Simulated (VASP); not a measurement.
Runs of VASP 6.6.1 on Si. The structure is that of space group Fd-3m (No. 227), or close to it. The cells are those of the table. 

```csv
level,cell,k mesh,smearing,grid for exact exchange (PRECFOCK),share of exact exchange,screening parameter,gap on the mesh (eV),pressure (GPa)
HSE06,"a = 3.892 Å, angles 59.3°, 2 atoms",6 × 6 × 6,gaussian 0.01 eV,Normal,0.25,0.2079 1/Å,(c),-2.0
PBE,"a = 3.850, b = 3.898, c = 3.898 Å, angles 59.2, 60.4, 60.4°, 2 atoms",8 × 8 × 8,fermi-dirac 0.02 eV,-,-,-,0.54,(b)
r2SCAN,"a = 3.892 Å, angles 59.3°, 2 atoms",8 × 8 × 8,gaussian 0.01 eV,-,-,-,0.80,-1.7
PBE,"a = 3.892 Å, angles 59.3°, 2 atoms",8 × 8 × 8,fermi-dirac 0.02 eV,-,-,-,0.60,-0.2
HSE06,"a = 3.850, b = 3.898, c = 3.898 Å, angles 59.2, 60.4, 60.4°, 2 atoms",6 × 6 × 6,gaussian 0.01 eV,Normal,0.25,0.2079 1/Å,1.22,(a)
```

Alike in all rows: task single point; potentials or basis VASP PAW PBE potentials, release 64 (Si); no spin polarisation; cutoff (eV) 520.

Question: Fill in the values left out.

Answer: (a) -2.8; (b) -1.0; (c) 1.21.

Caveats: the PAW data sets were made with another functional, which shifts forces and pressure a little (at least some runs).

A k mesh can miss the band edges.
